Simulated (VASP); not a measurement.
Ru, 1 atom in the cell. Symmetry: Pm-3m, No. 221, cubic system. Conventional cell: a = 2.464 Å, b = 2.464 Å, c = 2.464 Å, α = 90.00°, β = 90.00°, γ = 90.00°. Ru (site symmetry m-3m) has 6 Ru at 2.46 Å within 3.3 Å. 

```yaml
Program: VASP 6.6.1
Task: single point
Functional: LDA
Potentials_or_basis: VASP PAW LDA potentials, release 64 (Ru_pv)
Cutoff: 520 eV
k_mesh: 17 × 17 × 17
Occupations: fermi-dirac, width 0.1 eV
Spin: no spin polarisation
Dipole_correction: no
Further_INCAR_settings: ALGO = Normal; EDIFF = 1e-06; NBANDS = 13
```

Potentials or basis: VASP PAW LDA potentials, release 64 (Ru_pv).

Launch:

```sh
$ cat potpaw_LDA.64/Ru_pv/POTCAR > POTCAR
$ mpirun -np 1 vasp_std > vasp.out
```

Hardware: 1 thread of Intel(R) Xeon(R) Platinum 8259CL CPU @ 2.50GHz (Skylake/Cascade Lake), on a shared host.

Problem. Estimate the wall time of this run.

Solution. Wall time 14 s on 1 thread of Intel(R) Xeon(R) Platinum 8259CL CPU @ 2.50GHz (Skylake/Cascade Lake), with other jobs on the host, peak memory 0.13 GiB. Counts: scf iterations 11, k points 165.
